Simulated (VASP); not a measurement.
Input of a VASP 6.6.1 run:

INCAR

```
ALGO = Normal
EDIFF = 1E-7
ENCUT = 520
GGA = PE
ISIF = 2
ISMEAR = 0
LASPH = True
LCHARG = False
LREAL = False
LWAVE = False
NBANDS = 26
NELM = 100
PREC = Accurate
SIGMA = 0.01
```

KPOINTS

```
k-points
0
Gamma
  6 6 2
```

File POSCAR:

```
CdS
1.0
    4.1646012827      0.0000000000      0.0000000000
   -2.0823006414      3.6066505075      0.0000000000
    0.0000000000      0.0000000000      6.6306902802
Cd S
2 2
Direct
    0.3333333333      0.6666666667     -0.0034438646
    0.6666666667      0.3333333333      0.4965561354
    0.3333333333      0.6666666667      0.3784438646
    0.6666666667      0.3333333333      0.8784438646
```

Potentials or basis: VASP PAW PBE potentials, release 64 (Cd, S).

The run is started by

```bash
$ cat potpaw_PBE.64/Cd/POTCAR potpaw_PBE.64/S/POTCAR > POTCAR
$ mpirun -np 1 vasp_std > vasp.out
```

Estimate the pressure.

3.0 GPa.

What does it give for the band gap on the k mesh?

1.23 eV.

Stress tensor (GPa, compression positive):
```
2.64 0.00 0.00
0.00 2.64 0.00
0.00 0.00 3.60
```

Caveat: the k points lie up to 0.47 Å⁻¹ apart; the cell differs from its parent crystal (uniaxial z strain -2.0%).
